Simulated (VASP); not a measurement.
Wanted: the native input for a VASP 6.6.1 run.

```
Task                               : single point
Functional                         : HSE06
Potentials or basis                : VASP PAW PBE potentials, release 64 (Ca_sv, O)
Cutoff                             : 520 eV
k mesh                             : 4 × 4 × 4
Occupations                        : fermi-dirac, width 0.05 eV
Spin                               : no spin polarisation
Dipole correction                  : no
Grid for exact exchange (PRECFOCK) : Normal
Further INCAR settings             : ALGO = Normal; EDIFF = 1e-07; NBANDS = 15
Share of exact exchange            : 0.25
Screening parameter                : 0.2079 1/Å
```

Crystal: CaO (rock salt type).

```
CELL_PARAMETERS angstrom
0.00000 2.39879 2.39879
2.39879 0.00000 2.39879
2.39879 2.39879 0.00000
ATOMIC_POSITIONS crystal
Ca 0.00000 0.00000 0.00000
O 0.50000 0.50000 0.50000
```

These files were run (other wordings do the same):

POSCAR

```
CaO
1.0
    0.0000000000      2.3987914579      2.3987914579
    2.3987914579      0.0000000000      2.3987914579
    2.3987914579      2.3987914579      0.0000000000
Ca O
1 1
Direct
    0.0000000000      0.0000000000      0.0000000000
    0.5000000000      0.5000000000      0.5000000000
```

INCAR.step1

```
SYSTEM = CaO
PREC = Accurate
ENCUT = 520
EDIFF = 1E-5
ISMEAR = -1
SIGMA = 0.05
LREAL = .False.
LASPH = .True.
NELM = 80
ALGO = Normal
ISIF = 2
LWAVE = .True.
GGA = PE
NBANDS = 15
```

INCAR.step2

```
SYSTEM = CaO
PREC = Accurate
ENCUT = 520
EDIFF = 1E-7
ISMEAR = -1
SIGMA = 0.05
LREAL = .False.
LASPH = .True.
NELM = 80
ALGO = Normal
ISIF = 2
LWAVE = .False.
LCHARG = .True.
GGA = PE
LHFCALC = .True.
HFSCREEN = 0.2079
PRECFOCK = Normal
LELF = .True.
LVHAR = .True.
ISTART = 1
NBANDS = 15
```

KPOINTS

```
regular mesh
0
Gamma
  4 4 4
  0 0 0
```

Potentials or basis: VASP PAW PBE potentials, release 64 (Ca_sv, O).

The run is started by

```console
$ cat potpaw_PBE.64/Ca_sv/POTCAR potpaw_PBE.64/O/POTCAR > POTCAR
$ cp INCAR.step1 INCAR
$ mpirun -np 1 vasp_std > vasp.out
$ cp INCAR.step2 INCAR
$ mpirun -np 1 vasp_std > vasp.out
```

It gave:

```json
{
 "Pressure": "0.8 GPa",
 "Band gap on the k mesh": "5.29 eV (least direct gap 5.72 eV)"
}
```

Caveat: the k points lie up to 0.57 Å⁻¹ apart; the PAW data sets were made with another functional, which shifts forces and pressure a little.

Run time: 110 s on 1 thread of Intel(R) Xeon(R) 6975P-C (Granite Rapids), with other jobs on the host, peak memory 0.26 GiB.
